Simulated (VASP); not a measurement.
A run of VASP 6.6.1 is set up as follows.

INCAR

```
PREC = Accurate
ENCUT = 520
EDIFF = 1E-6
ISMEAR = 0
SIGMA = 0.02
LREAL = F
LASPH = T
NELM = 60
ALGO = Normal
ISIF = 2
LWAVE = F
LCHARG = T
GGA = PE
LELF = T
LVHAR = T
NBANDS = 26
```

Contents of KPOINTS:

```
regular mesh
0
Gamma
  12 12 6
```

The input POSCAR:

```
ZnO
1.0
    3.3064633704      0.0000000000      0.0000000000
   -1.6532316852      2.8634812755      0.0000000000
    0.0000000000      0.0000000000      5.3379627954
Zn O
2 2
Direct
    0.6666666667      0.3333333333      0.5006134490
    0.3333333333      0.6666666667      0.0006134490
    0.6666666667      0.3333333333      0.8796965510
    0.3333333333      0.6666666667      0.3796965510
```

Potentials or basis: VASP PAW PBE potentials, release 64 (Zn, O).

Command:

```sh
$ cat potpaw_PBE.64/Zn/POTCAR potpaw_PBE.64/O/POTCAR > POTCAR
$ mpirun -np 1 vasp_std > vasp.out
```

Q: Estimate the band gap on the k mesh.

A: 0.69 eV, direct.

Q: Estimate the pressure.

A: -2.2 GPa.

A hybrid or GW would open this gap; PBE tends to underestimate it.
